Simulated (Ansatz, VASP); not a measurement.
## AlN in VASP and in Ansatz

File INCAR:

```
SYSTEM = AlN
  PREC = Accurate
  ENCUT = 600
  EDIFF = 1E-6
  ISMEAR = 0
  SIGMA = 0.01
  LREAL = .False.
  LASPH = .True.
  NELM = 80
  ALGO = Normal
  ISIF = 3
  LWAVE = .False.
  LCHARG = .False.
  GGA = PE
  IBRION = 2
  NSW = 80
  EDIFFG = -0.001
```

Contents of KPOINTS:

```
Automatic mesh
0
Gamma
  8 8 5
  0 0 0
```

POSCAR

```
AlN
1.0
    3.1100000000      0.0000000000      0.0000000000
   -1.5550000000      2.6933390058      0.0000000000
    0.0000000000      0.0000000000      4.9800000000
Al N
2 2
Direct
    0.3333333333      0.6666666667      0.0000000000
    0.6666666667      0.3333333333      0.5000000000
    0.3333333333      0.6666666667      0.3820000000
    0.6666666667      0.3333333333      0.8820000000
```

Input for Ansatz:

```yaml
crystal:
  lattice:
    - [3.11, 0.0, 0.0]
    - [-1.555, 2.6933390058, 0.0]
    - [0.0, 0.0, 4.98]
  atoms:
    - { symbol: Al, position: [0.3333333333, 0.6666666667, 0.0] }
    - { symbol: Al, position: [0.6666666667, 0.3333333333, 0.5] }
    - { symbol: "N", position: [0.3333333333, 0.6666666667, 0.382] }
    - { symbol: "N", position: [0.6666666667, 0.3333333333, 0.882] }
scf:
  occupations: { method: fixed }
output:
  forces: true
  stress: true
  eigenvalues: true
hamiltonian:
  xc: pbe
kpoints:
  mp_grid: { grid: [8, 8, 5] }
relax:
  f_tol: 0.001
  max_steps: 60
  cell: { stress_tol: 0.01 }
```

Alike in both runs: task relaxation of cell and atoms; functional PBE; k mesh 8 × 8 × 5; no spin polarisation.

|  | VASP | Ansatz |
| --- | --- | --- |
| version | VASP 6.6.1 | Ansatz 0.2.0 |
| potentials or method | VASP PAW PBE potentials, release 64 (Al, N) | scalar-relativistic, plane waves, PAW |
| plane-wave cutoff (eV) | 600 | 420 |
| occupations | gaussian, width 0.01 eV | fixed |
| valence electrons in the cell | 16 | 16 |

|  | VASP | Ansatz | Ansatz less VASP |
| --- | --- | --- | --- |
| gap on the k mesh at the Fermi level, each at its own relaxed structure (eV) | 4.06 | 4.03 | -0.027 |
| relaxed volume (Å³/atom) | 10.62 | 10.65 | +0.022 |
| relaxed length of the cell vector where the two differ most in proportion (Å) | 3.128 | 3.130 | +0.0022 |
